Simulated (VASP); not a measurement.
# Sn (Immm) in VASP: a series of runs

The runs below take Sn through single point, with r2SCAN.

Everything below comes from runs of VASP 6.6.1. Logs are shortened: lines on timing, memory, paths and dates and some standing lists are left out, and cuts for length are marked.

## 1. The cell of the first run

The structure is orthorhombic, space group Immm (No. 71). The conventional cell has a = 3.108 Å, b = 3.196 Å, c = 4.677 Å, α = 90.00°, β = 90.00°, γ = 90.00°. Within 4.1 Å of Sn (site symmetry mmm) lie 12 Sn at 3.11 to 3.23 Å.

## 2. Single point, r2SCAN (strain -0.1000 x Voigt [1, 1, 0, 0, 0, 0])

Contents of POSCAR:

```
Sn
1.0
   -1.5538851000      1.5979923000      2.3383420000
    1.5538851000     -1.5979923000      2.3383420000
    1.5538851000      1.5979923000     -2.3383420000
Sn
1
Direct
    0.0000000000      0.0000000000      0.0000000000
```

Contents of INCAR.step1:

```
PREC = Accurate ; ENCUT = 520
ISMEAR = 0 ; SIGMA = 0.15
LREAL = F ; LASPH = T
NELM = 100 ; NBANDS = 13
GGA = PE ; ALGO = Normal
EDIFF = 1E-4 ; LWAVE = T
LCHARG = F
```

Contents of INCAR.step2:

```
PREC = Accurate ; ENCUT = 520
EDIFF = 1E-6 ; ISMEAR = 0
SIGMA = 0.15 ; LREAL = F
LASPH = T ; NELM = 100
ALGO = Normal ; ISIF = 2
LWAVE = F ; LCHARG = F
METAGGA = R2SCAN ; LMIXTAU = T
NBANDS = 13 ; ISTART = 1
```

Contents of KPOINTS:

```
regular mesh
0
Gamma
  20 20 20
```

Potentials or basis: VASP PAW PBE potentials, release 64 (Sn_d).

Run with:

```
> cat potpaw_PBE.64/Sn_d/POTCAR > POTCAR
> cp INCAR.step1 INCAR
> mpirun -np 1 vasp_std > vasp.out
> cp INCAR.step2 INCAR
> mpirun -np 1 vasp_std > vasp.out
```

OUTCAR:

```text
PREC = Accurate
   ENCUT = 520
   EDIFF = 1E-6
   ISMEAR = 0
   LREAL = F
   LASPH = T
   NELM = 100
   ISIF = 2
   METAGGA = R2SCAN
   ISTART = 1

 ion  position               nearest neighbor table
   1  0.000  0.000  0.000-

  LATTYP: Found a body centered orthorhombic cell.
 ALAT       =     3.1077702000
 B/A-ratio  =     1.0283851103
 C/A-ratio  =     1.5048358466

  Lattice vectors:

 A1 = (  -1.5538851000,   1.5979923000,   2.3383420000)
 A2 = (   1.5538851000,  -1.5979923000,   2.3383420000)
 A3 = (   1.5538851000,   1.5979923000,  -2.3383420000)

Analysis of symmetry for initial positions (statically):
=====================================================================
 Subroutine PRICEL returns:
 Original cell was already a primitive cell.

 Routine SETGRP: Setting up the symmetry group for a
 body centered orthorhombic supercell.

 Subroutine GETGRP returns: Found  8 space group operations
 (whereof  8 operations were pure point group operations)
 out of a pool of  8 trial point group operations.

The static configuration has the point symmetry D_2h.

Analysis of symmetry for dynamics (positions and initial velocities):
=====================================================================
 Subroutine PRICEL returns:
 Original cell was already a primitive cell.

 Routine SETGRP: Setting up the symmetry group for a
 body centered orthorhombic supercell.

 Subroutine GETGRP returns: Found  8 space group operations
 (whereof  8 operations were pure point group operations)
 out of a pool of  8 trial point group operations.

The dynamic configuration has the point symmetry D_2h.

 Subroutine INISYM returns: Found  8 space group operations
 (whereof  8 operations are pure point group operations),
 and found     1 'primitive' translations

----------------------------------------------------------------------------------------

                                     Primitive cell

  volume of cell :      23.2253

  direct lattice vectors                    reciprocal lattice vectors
    -1.553885100  1.597992300  2.338342000     0.000000000  0.312892622  0.213826720
     1.553885100 -1.597992300  2.338342000     0.321774113  0.000000000  0.213826720
     1.553885100  1.597992300 -2.338342000     0.321774113  0.312892622  0.000000000

  length of vectors
     3.230476993  3.230476993  3.230476993     0.378977122  0.386342395  0.448821092

  position of ions in fractional coordinates (direct lattice)
     0.000000000  0.000000000  0.000000000

  ion indices of the primitive-cell ions
   primitive index   ion index
                 1           1

----------------------------------------------------------------------------------------

 KPOINTS: regular mesh

Automatic generation of k-mesh.
 Grid dimensions read from file:
 generate k-points for:   20   20   20

 Generating k-lattice:

  Cartesian coordinates                     Fractional coordinates (reciprocal lattice)
     0.000000000  0.015644631  0.010691336     0.050000000  0.000000000 -0.000000000
     0.016088706  0.000000000  0.010691336     0.000000000  0.050000000 -0.000000000
     0.016088706  0.015644631  0.000000000     0.000000000 -0.000000000  0.050000000

  Length of vectors
     0.018948856  0.019317120  0.022441055

  Shift w.r.t. Gamma in fractional coordinates (k-lattice)
     0.000000000  0.000000000  0.000000000

 Subroutine IBZKPT returns following result:
 ===========================================

 Found   1166 irreducible k-points:

 Following reciprocal coordinates:
            Coordinates               Weight
  0.000000  0.000000  0.000000      1.000000
  0.050000 -0.000000  0.000000      4.000000
  0.100000 -0.000000  0.000000      4.000000
  0.150000  0.000000  0.000000      4.000000
  0.200000 -0.000000  0.000000      4.000000
  0.250000  0.000000 -0.000000      4.000000
[... 16 lines left out ...]
 -0.450000  0.050000 -0.000000      8.000000
 -0.400000  0.050000  0.000000      8.000000
 [... further k-points ...]
   k-points           NKPTS =   1166   k-points in BZ     NKDIM =   1166   number of bands    NBANDS=     13
   number of dos      NEDOS =    301   number of ions     NIONS =      1
   total plane-waves  NPLWV =  13824
   dimension x,y,z NGX =    24 NGY =   24 NGZ =   24
   dimension x,y,z NGXF=    48 NGYF=   48 NGZF=   48
   ions per type =               1
   NGX,Y,Z   is equivalent  to a cutoff of  12.35, 12.35, 12.35 a.u.
   NGXF,Y,Z  is equivalent  to a cutoff of  24.70, 24.70, 24.70 a.u.
 SYSTEM =  unknown system
   PREC   = accura    normal or accurate (medium, high low for compatibility)
   ISTART =      1    job   : 0-new  1-cont  2-samecut
   ICHARG =      0    charge: 1-file 2-atom 10-const
   ISPIN  =      1    spin polarized calculation?
   LNONCOLLINEAR =      F non collinear calculations
   LSORBIT =      F    spin-orbit coupling
   LASPH  =      T    aspherical Exc in radial PAW
   ENCUT  =  520.0 eV  38.22 Ry    6.18 a.u.   6.01  6.01  6.01*2*pi/ulx,y,z
   NELM   =    100;   NELMIN=  2; NELMDL=  0     # of ELM steps
   EDIFF  = 0.1E-05   stopping-criterion for ELM
   LREAL  =      F    real-space projection
   EDIFFG = 0.1E-04   stopping-criterion for IOM
   NSW    =      0    number of steps for IOM
   IBRION =     -1    ionic relax: 0-MD 1-quasi-New 2-CG
   NFREE  =      0    steps in history (QN), initial steepest desc. (CG)
   ISIF   =      2    stress and relaxation
   ISYM   =      2    0-nonsym 1-usesym 2-fastsym
   POTIM  = 0.5000    time-step for ionic-motion
   TEBEG  =    0.0;   TEEND  =   0.0 temperature during run
   PSTRESS=    0.0 pullay stress
   NELECT =      14.0000    total number of electrons
   NUPDOWN=      -1.0000    fix difference up-down
   EMIN   =  10.00;   EMAX   =-10.00  energy-range for DOS
   EFERMI =   0.00;   METHOD = LEGACY
   ISMEAR =     0;   SIGMA  =   0.15  broadening in eV -4-tet -1-fermi 0-gaus
   EFERMI_NEDOS =   21; number of points for ismear=-14 and -15
   IALGO  =     38    algorithm
   IMIX   =      4    mixing-type and parameters
     AMIX     =   0.40;   BMIX     =  1.00
     AMIX_MAG =   1.60;   BMIX_MAG =  1.00
  volume/ion in A,a.u.               =      23.23       156.73
  Fermi-wavevector in a.u.,A,eV,Ry     =   1.382920  2.613339 26.020693  1.912467
  Thomas-Fermi vector in A             =   2.507566
   LORBIT       =      0    0 simple, 1 ext, 2 COOP (PROOUT), +10 PAW based schemes
   METAGGA = R2SCAN    functional components
   LHFCALC =     F    Hartree Fock is set to
   AEXX    =    0.0000 exact exchange contribution
   IVDW    =     0    specifies the selected vdW correction
   LEPSILON=     F    determine dielectric tensor
   LRPA    =     F    only Hartree local field effects (RPA)
 non-spin polarized calculation
 Gauss-broadening in eV      SIGMA  =   0.15
  energy-cutoff  :      520.00
  volume of cell :       23.23
 maximum number of plane-waves:       646
   NGX = 11   NGY = 11   NGZ = 11

 number of electron      14.0000002 magnetization

 Free energy of the ion-electron system (eV)
  ---------------------------------------------------
  ext. energy  EPLUGINS =         0.00000000
  ---------------------------------------------------
  free energy    TOTEN  =       -24.36909504 eV

  energy without entropy =      -24.36411681  energy(sigma->0) =      -24.36660593

 E-fermi :  10.2157     XC(G=0): -12.1461

 val. band max:       10.2057280209   @ k =  -0.3000  -0.4000   0.1000
 cond. band min:      10.2201798006   @ k =  -0.2500   0.4500   0.2500
 fundamental gap:      0.0144517797
 Fermi energy:        10.2157341782

 k-point     1 :       0.0000    0.0000    0.0000
  band No.  band energies     occupation
      1     -12.2860      2.00000
      2     -12.2355      2.00000
      3     -12.2091      2.00000
      4     -12.1327      2.00000
      5     -12.0736      2.00000
      6      -2.8746      2.00000
      7      19.3093      0.00000
      8      19.7990      0.00000
      9      20.2134      0.00000
     10      21.6334      0.00000
     11      23.2887      0.00000
     12      23.4332      0.00000
     13      24.1749      0.00000

 k-point     2 :       0.0500   -0.0000    0.0000
  band No.  band energies     occupation
      1     -12.2841      2.00000
      2     -12.2345      2.00000
      3     -12.2058      2.00000
      4     -12.1319      2.00000
      5     -12.0743      2.00000
      6      -2.8138      2.00000
      7      18.5715      0.00000
      8      19.5030      0.00000
      9      20.1115      0.00000
     10      21.4808      0.00000
     11      23.5878      0.00000
     12      24.3186      0.00000
     13      24.3580      0.00000

 k-point     3 :       0.1000   -0.0000    0.0000
  band No.  band energies     occupation
      1     -12.2795      2.00000
      2     -12.2320      2.00000
      3     -12.1968      2.00000
      4     -12.1283      2.00000
      5     -12.0754      2.00000
      6      -2.6309      2.00000
      7      16.8521      0.00000
      8      19.1151      0.00000
      9      19.8544      0.00000
     10      21.3891      0.00000
     11      24.1220      0.00000
     12      24.8538      0.00000
     13      25.2717      0.00000
[... 305 lines left out ...]
 k-point    23 :      -0.4500    0.0500   -0.0000
  band No.  band energies     occupation
      1     -12.2716      2.00000
      2     -12.2566      2.00000
      3     -12.1913      2.00000
      4     -11.9952      2.00000
      5     -11.9767      2.00000
      6       1.7557      2.00000
      7       5.4548      2.00000
      8      16.4521      0.00000
      9      17.8202      0.00000
     10      20.5915      0.00000
     11      21.8957      0.00000
     12      23.9025      0.00000
     13      24.0145      0.00000

 k-point    24 :      -0.4000    0.0500    0.0000
  band No.  band energies     occupation
      1     -12.2680      2.00000
      2     -12.2534      2.00000
      3     -12.1864      2.00000
      4     -12.0138      2.00000
      5     -11.9903      2.00000
      6       0.7996      2.00000
      7       6.8506      2.00000
      8      16.5070      0.00000
      9      18.0345      0.00000
     10      20.7499      0.00000
     11      22.2454      0.00000
     12      23.7313      0.00000
     13      24.4298      0.00000

 [... further k-points ...]

------------------------ aborting loop because EDIFF is reached ----------------------------------------

  FORCE on cell =-STRESS in cart. coord.  units (eV):
  Direction    XX          YY          ZZ          XY          YZ          ZX
  --------------------------------------------------------------------------------------
  -------------------------------------------------------------------------------------
  Total        1.8747273      1.6767447      1.7871774     -0.0000000      0.0000000      0.0000000
  in kB      129.3263664    115.6687137    123.2868165     -0.0000000      0.0000000      0.0000000
  external PRESSURE =     122.7606322 kB  Pullay stress =       0.0000000 kB

 VOLUME and BASIS-vectors are now :
 -----------------------------------------------------------------------------
  energy-cutoff  :      520.00
  volume of cell :       23.23
      direct lattice vectors                 reciprocal lattice vectors
    -1.553885100  1.597992300  2.338342000     0.000000000  0.312892622  0.213826720
     1.553885100 -1.597992300  2.338342000     0.321774113  0.000000000  0.213826720
     1.553885100  1.597992300 -2.338342000     0.321774113  0.312892622  0.000000000

 POSITION                                       TOTAL-FORCE (eV/Angst)
 -----------------------------------------------------------------------------------
      0.00000      0.00000      0.00000         0.000000      0.000000      0.000000
 -----------------------------------------------------------------------------------
    total drift:                               -0.000000      0.000000      0.000000

  FREE ENERGIE OF THE ION-ELECTRON SYSTEM (eV)
  ---------------------------------------------------
  free  energy   TOTEN  =       -24.3690950406 eV

  energy  without entropy=      -24.3641168119  energy(sigma->0) =      -24.36660593
```

Run time: 8.3 min. Hardware: 1 thread of AMD EPYC 9R45 (Zen 5), shared host; peak memory 0.38 GiB.

Results:

- Free energy: -24.3691 eV
- Pressure: 12.3 GPa
- Band gap on the k mesh: zero (bands 7 and 8 overlap by 11.88 eV)

Stress tensor (GPa, compression positive):
```
12.93  0.00  0.00
 0.00 11.57  0.00
 0.00  0.00 12.33
```

Caveat: the cell differs from its parent crystal (strain -0.1000 x Voigt [1, 1, 0, 0, 0, 0]); the cell stands under pressure; the PAW data sets were made with another functional, which shifts forces and pressure a little; spin-orbit coupling is left out, which moves the levels of the heavy elements.

[end of part 1 of 2]
